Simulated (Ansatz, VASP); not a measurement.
SiC in VASP and in Ansatz

```
CELL_PARAMETERS angstrom
3.14233 0.00000 0.00000
-1.57117 2.72134 0.00000
0.00000 0.00000 4.74492
ATOMIC_POSITIONS crystal
Si 0.33333 0.66667 0.00460
Si 0.66667 0.33333 0.50460
C 0.33333 0.66667 0.42525
C 0.66667 0.33333 0.92525
```

Alike in both runs: task single point; functional LDA; k mesh 12 × 12 × 6; occupations gaussian, width 0.05 eV; no spin polarisation.

```csv
,VASP,Ansatz
version,VASP 6.6.1,Ansatz 0.2.0
potentials or method,"VASP PAW LDA potentials, release 64 (Si, C), cutoff 520 eV","scalar-relativistic, plane waves, PAW"
valence electrons in the cell,16,16
```

Ansatz gave:

```
gap on the k mesh at the Fermi level (eV)                     : 0.53
least direct gap on the mesh (eV)                             : 2.09
pressure (GPa)                                                : -1.9
traceless stress, the component that is largest in VASP (GPa) : 11.43
rms of the force components (eV/Å)                            : 1.128
```

Q: Which values does VASP return?

A: gap on the k mesh at the Fermi level (eV): 0.52; least direct gap on the mesh (eV): 2.09; pressure (GPa): -1.5; traceless stress, the component that is largest in VASP (GPa): 11.48; rms of the force components (eV/Å): 1.128.

Ansatz warns that its potentials were made for another functional, while VASP's fit it. LDA's correlation is that of Perdew and Zunger in VASP and of Perdew and Wang (1992) in Ansatz. Atom by atom the forces differ by 0.000 eV/Å (rms over components).
